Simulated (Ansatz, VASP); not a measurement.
# RbBr: VASP beside Ansatz

```
Rb Br
1.0
     3.74107    0.00000    0.00000
     0.00000    3.74107    0.00000
     0.00000    0.00000    3.74107
Rb Br
1 1
Direct
  0.00000 0.00000 0.00000
  0.50000 0.50000 0.50000
```

Change from the starting cell: volume scaled by 0.84, PAW files.

Alike in both runs: task single point; functional LDA; k mesh 12 × 12 × 12; occupations fermi-dirac, width 0.1 eV; no spin polarisation.

|  | VASP | Ansatz |
| --- | --- | --- |
| version | VASP 6.6.1 | Ansatz 0.2.0 |
| potentials or method | VASP PAW LDA potentials, release 64 (Rb_sv, Br) | PAW with Ansatz's default frozen-core files, scalar-relativistic |
| plane-wave cutoff (eV) | 520 | 420 |
| valence electrons in the cell | 16 | 16 |

|  | VASP | Ansatz | Ansatz less VASP |
| --- | --- | --- | --- |
| gap on the k mesh at the Fermi level (eV) | 4.74 | 4.77 | +0.023 |
| pressure (GPa) | 6.4 | 6.2 | -0.19 |

LDA's correlation is that of Perdew and Zunger in VASP and of Perdew and Wang (1992) in Ansatz.
